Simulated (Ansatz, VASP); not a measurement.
## One calculation of AlAs3, two programs

```
CELL_PARAMETERS angstrom
5.63761 0.00000 0.00000
0.00000 3.79454 3.88009
0.00000 -3.79454 3.88009
ATOMIC_POSITIONS crystal
Al 0.22488 0.06703 0.56703
Al 0.77512 0.56703 0.06703
As 0.71843 0.53850 0.55886
As 0.28157 0.55886 0.53850
As 0.75892 0.08580 0.58580
As 0.71843 0.05886 0.03850
As 0.24108 0.58580 0.08580
As 0.28157 0.03850 0.05886
```

Change from the starting cell: the structure that the rattled cell fell into.

Alike in both runs: task single point; functional PBE; k mesh 4 × 4 × 4; occupations gaussian, width 0.1 eV; no spin polarisation.

```csv
,VASP,Ansatz
version,VASP 6.6.1,Ansatz 0.2.0
potentials or method,"VASP PAW PBE potentials, release 64 (Al, As), cutoff 520 eV","scalar-relativistic, plane waves, PAW"
valence electrons in the cell,36,96
```

VASP gave:

```
gap on the k mesh at the Fermi level (eV)                     : none
pressure (GPa)                                                : 0.3
traceless stress, the component that is largest in VASP (GPa) : 0.10
rms of the force components (eV/Å)                            : 0.022
```

Which values does Ansatz return?

gap on the k mesh at the Fermi level (eV): none; pressure (GPa): 0.0; traceless stress, the component that is largest in VASP (GPa): 0.09; rms of the force components (eV/Å): 0.007.

Atom by atom the forces differ by 0.024 eV/Å (rms over components). A gap of «none» marks a metal or a gap that the smearing closes. VASP's potentials hold 36 valence electrons a cell and Ansatz's 96, so a difference there can come from the potentials and not from the codes.
